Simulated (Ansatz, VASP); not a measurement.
## Two plane-wave programs on Si3GeO8

```
Si Ge O
1.0
     4.30148    0.01854    0.00000
     0.01854    4.28976    2.74687
    -0.01854   -4.28976    2.74687
Si Ge O
3 1 8
Cartesian
  2.1415 -2.1356 1.3734
  2.1600 2.1541 1.3734
  0.0000 0.0000 0.0000
  0.0000 0.0000 2.7469
  2.9074 -1.3120 2.7469
  3.0154 2.9631 2.7469
  3.4569 0.8636 1.3059
  3.4569 0.8636 4.1879
  1.2861 -2.9446 2.7469
  1.3941 1.3306 2.7469
  0.8446 -0.8451 1.3059
  0.8446 -0.8451 4.1879
```

Alike in both runs: functional PBE; k mesh 6 × 6 × 6; occupations gaussian, width 0.02 eV; no spin polarisation.

Ansatz relaxed the structure, and its values are those at the end. VASP's run is a single point on that final structure, the one shown.

|  | VASP | Ansatz |
| --- | --- | --- |
| version | VASP 6.6.1 | Ansatz 0.2.0 |
| potentials or method | VASP PAW PBE potentials, release 64 (Si, Ge_d, O), cutoff 600 eV | scalar-relativistic, plane waves, PAW |
| valence electrons in the cell | 74 | 74 |

|  | VASP | Ansatz | Ansatz less VASP |
| --- | --- | --- | --- |
| gap on the k mesh at the Fermi level (eV) | 3.56 | 3.57 | +0.006 |
| least direct gap on the mesh (eV) | 3.56 | 3.57 | +0.006 |
| pressure (GPa) | -0.2 | 0.0 | +0.23 |
| rms of the force components (eV/Å) | 0.007 | 0.000 | -0.0074 |
